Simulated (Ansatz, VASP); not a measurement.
**One calculation of BN, two programs**

File POSCAR:

```
BN
1.0
    0.0000000000      1.7458259346      1.7458259346
    1.7458259346      0.0000000000      1.7458259346
    1.7458259346      1.7458259346      0.0000000000
B N
1 1
Direct
    0.0000000000      0.0000000000      0.0000000000
    0.5000000000      0.5000000000      0.5000000000
```

INCAR.step1

```
SYSTEM = BN
ALGO     = Normal         ! electronic algorithm
EDIFF    = 1E-5           ! SCF threshold, eV
ENCUT    = 520            ! plane-wave cutoff, eV
GGA      = PE             ! functional
ISIF     = 2              ! what is computed and relaxed
ISMEAR   = 0              ! smearing method
LASPH    = .True.         ! aspherical terms in the spheres
LCHARG   = .False.        ! write CHGCAR
LREAL    = .False.        ! projectors in reciprocal space
LWAVE    = .True.         ! write WAVECAR
NBANDS   = 11             ! bands
NELM     = 100            ! most SCF steps
PREC     = Accurate       ! precision mode
SIGMA    = 0.01           ! smearing width, eV
```

File INCAR.step2:

```
SYSTEM = BN
ALGO     = Normal         ! electronic algorithm
EDIFF    = 1E-6           ! SCF threshold, eV
ENCUT    = 520            ! plane-wave cutoff, eV
GGA      = PE             ! functional
HFSCREEN = 0.2079         ! screening, 1/A
ISIF     = 2              ! what is computed and relaxed
ISMEAR   = 0              ! smearing method
ISTART   = 1            
LASPH    = .True.         ! aspherical terms in the spheres
LCHARG   = .False.        ! write CHGCAR
LHFCALC  = .True.         ! exact exchange
LREAL    = .False.        ! projectors in reciprocal space
LWAVE    = .False.        ! write WAVECAR
NBANDS   = 11             ! bands
NELM     = 100            ! most SCF steps
PREC     = Accurate       ! precision mode
PRECFOCK = Normal       
SIGMA    = 0.01           ! smearing width, eV
```

The input KPOINTS:

```
k-points
0
Gamma
  6 6 6
  0 0 0
```

Input for Ansatz:

```yaml
crystal:
  lattice:
    - [0.0, 1.7458259346, 1.7458259346]
    - [1.7458259346, 0.0, 1.7458259346]
    - [1.7458259346, 1.7458259346, 0.0]
  atoms:
    - { symbol: B, position: [0.0, 0.0, 0.0] }
    - { symbol: "N", position: [0.5, 0.5, 0.5] }
kpoints:
  mp_grid: { grid: [6, 6, 6] }
hamiltonian:
  xc: hse06
scf:
  occupations: { method: fixed }
  n_extra_bands: 4
  exx: { singularity: wigner_seitz }
output:
  forces: true
  stress: true
  eigenvalues: true
```

Alike in both runs: task single point; functional HSE06; k mesh 6 × 6 × 6; no spin polarisation.

```csv
,VASP,Ansatz
version,VASP 6.6.1,Ansatz 0.2.0
potentials or method,"VASP PAW PBE potentials, release 64 (B, N)",plane waves
plane-wave cutoff (eV),520,420
occupations,"gaussian, width 0.01 eV",fixed
valence electrons in the cell,8,8
```

|  | VASP | Ansatz | Ansatz less VASP |
| --- | --- | --- | --- |
| gap on the k mesh at the Fermi level (eV) | 2.17 | 2.18 | +0.010 |
| pressure (GPa) | -8.2 | -8.4 | -0.20 |

Ansatz's warnings: stress exchange threshold loose, stress scf threshold loose.

The k mesh is coarse, so the values compare programs but aren't converged.
